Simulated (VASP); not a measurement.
Write the native input for VASP 6.6.1 that does the following.

* Task: single point
* Functional: PBE
* Potentials or basis: VASP PAW PBE potentials, release 64 (Si, B)
* Cutoff: 520 eV
* k mesh: 6 × 6 × 4
* Occupations: gaussian, width 0.1 eV
* Spin: no spin polarisation
* Dipole correction: no
* Further INCAR settings: ALGO = Normal; EDIFF = 1e-06; NBANDS = 20

The structure of SiB6 lies in POSCAR:

```
SiB6
1.0
    3.6183225700      0.0000000000      0.0000000000
   -1.8091612900      3.1335592700      0.0000000000
    0.0000000000      0.0000000000      6.2051358000
Si B
1 6
Direct
    0.0000000000      0.0000000000      0.5000000000
    0.3333333300      0.6666666700      0.0000000000
    0.6666666700      0.3333333300      0.0000000000
    0.4748320800      0.0000000000      0.5000000000
    0.0000000000      0.4748320800      0.5000000000
    0.5251679200      0.5251679200      0.5000000000
    0.0000000000      0.0000000000      0.0000000000
```

One way to write it, as run:

INCAR

```
PREC     = Accurate       # precision mode
ENCUT    = 520            # plane-wave cutoff, eV
EDIFF    = 1E-6           # SCF threshold, eV
ISMEAR   = 0              # smearing method
SIGMA    = 0.1            # smearing width, eV
LREAL    = False          # projectors in reciprocal space
LASPH    = True           # aspherical terms in the spheres
NELM     = 80             # most SCF steps
ALGO     = Normal         # electronic algorithm
ISIF     = 2              # what is computed and relaxed
LWAVE    = False          # write WAVECAR
LCHARG   = True           # write CHGCAR
GGA      = PE             # functional
LELF     = True           # ELF
LVHAR    = True         
NBANDS   = 20             # bands
```

KPOINTS

```
Automatic mesh
0
Gamma
  6 6 4
```

Potentials or basis: VASP PAW PBE potentials, release 64 (Si, B).

Launch:

```bash
$ cat potpaw_PBE.64/Si/POTCAR potpaw_PBE.64/B/POTCAR > POTCAR
$ mpirun -np 1 vasp_std > vasp.out
```

It gave:

```
Pressure               : 8.2 GPa
Largest force          : 4.517 eV/Å
Band gap on the k mesh : zero (band 11 reaches 6.57 eV, above the bottom of band 12 at 4.87 eV)
```

Caveat: forces of over 1 eV/Å act on the atoms, so gaps and moduli don't describe the material at rest.

It took 27 s on 1 thread of Intel Xeon 6975P-C, with other jobs on the host, peak memory 0.18 GiB.
